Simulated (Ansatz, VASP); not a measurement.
# Mn: VASP beside Ansatz

File INCAR:

```
ALGO     = Normal         # electronic algorithm
EDIFF    = 1E-6           # SCF threshold, eV
EDIFFG   = -0.01          # ionic threshold
ENCUT    = 600            # plane-wave cutoff, eV
GGA      = PS             # functional
IBRION   = 2              # ionic algorithm
ISIF     = 3              # what is computed and relaxed
ISMEAR   = 0              # smearing method
LASPH    = True           # aspherical terms in the spheres
LCHARG   = False          # write CHGCAR
LREAL    = False          # projectors in reciprocal space
LWAVE    = False          # write WAVECAR
NELM     = 100            # most SCF steps
NSW      = 80             # ionic steps
PREC     = Accurate       # precision mode
SIGMA    = 0.1            # smearing width, eV
```

Contents of KPOINTS:

```
k-points
0
Gamma
  20 20 20
```

POSCAR

```
Mn
1.0
    0.0000000000      1.7287716761      1.7287716761
    1.7287716761      0.0000000000      1.7287716761
    1.7287716761      1.7287716761      0.0000000000
Mn
1
Direct
    0.0000000000      0.0000000000      0.0000000000
```

Input for Ansatz:

```yaml
crystal:
  lattice:
    - [0.0, 1.7287716761, 1.7287716761]
    - [1.7287716761, 0.0, 1.7287716761]
    - [1.7287716761, 1.7287716761, 0.0]
  atoms:
    - { symbol: Mn, position: [0.0, 0.0, 0.0] }
basis:
  ecutwfc: 420
kpoints:
  mp_grid: { grid: [20, 20, 20] }
hamiltonian:
  xc: pbesol
scf:
  occupations: { method: gaussian, width: 0.1 }
output:
  forces: true
  stress: true
  eigenvalues: true
relax:
  adjacent_minimum: "off"
  f_tol: 0.01
  max_steps: 60
  cell: { stress_tol: 0.1 }
```

Alike in both runs: task relaxation of cell and atoms; functional PBEsol; k mesh 20 × 20 × 20; occupations gaussian, width 0.1 eV; no spin polarisation.

|  | VASP | Ansatz |
| --- | --- | --- |
| version | VASP 6.6.1 | Ansatz 0.2.0 |
| potentials or method | VASP PAW PBE potentials, release 64 (Mn_pv), cutoff 600 eV | scalar-relativistic, plane waves, PAW |
| valence electrons in the cell | 13 | 15 |

```tsv
	VASP	Ansatz	Ansatz less VASP
gap on the k mesh at the Fermi level, each at its own relaxed structure (eV)	none	none	-
relaxed volume (Å³/atom)	10.35	10.36	+0.008
relaxed cell length with the largest relative difference (Å)	2.446	2.447	+0.0006
```

VASP's potentials were made for PBE, not for PBEsol. A gap of «none» marks a metal or a gap that the smearing closes. VASP's potentials hold 13 valence electrons a cell and Ansatz's 15, so a difference there can come from the potentials and not from the codes.
